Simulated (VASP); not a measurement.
Sn3Te, 4 atoms in the cell. The structure is cubic, space group Pm-3m (No. 221). The conventional cell has a = 4.800 Å, b = 4.800 Å, c = 4.800 Å, α = 90.00°, β = 90.00°, γ = 90.00°. Te (site symmetry m-3m) has 12 Sn at 3.39 Å within 4.5 Å. Within 4.5 Å of Sn (site symmetry 4/mmm) lie 4 Te at 3.39 Å and 8 Sn at 3.39 Å. 

| Quantity | Value |
| --- | --- |
| Program | VASP 6.6.1 |
| Task | single point |
| Functional | r2SCAN |
| Potentials or basis | VASP PAW PBE potentials, release 64 (Te, Sn_d) |
| Cutoff | 520 eV |
| k mesh | 6 × 6 × 6 |
| Occupations | fermi-dirac, width 0.05 eV |
| Spin | no spin polarisation |
| Dipole correction | no |
| Further INCAR settings | ALGO = Normal; EDIFF = 1e-06; NBANDS = 32 |

Potentials or basis: VASP PAW PBE potentials, release 64 (Te, Sn_d).

The run is started by

```bash
$ cat potpaw_PBE.64/Te/POTCAR potpaw_PBE.64/Sn_d/POTCAR > POTCAR
$ cp INCAR.step1 INCAR
$ mpirun -np 1 vasp_std > vasp.out
$ cp INCAR.step2 INCAR
$ mpirun -np 1 vasp_std > vasp.out
```

Hardware: 1 thread of AMD EPYC 9R45 (Zen 5) (shared host).

**Question.** How long does it take, and how much memory?

**Answer.** Wall time 3.8 min on 1 thread of AMD EPYC 9R45 (Zen 5) (shared host), peak memory 0.21 GiB. Counts: k points 20.
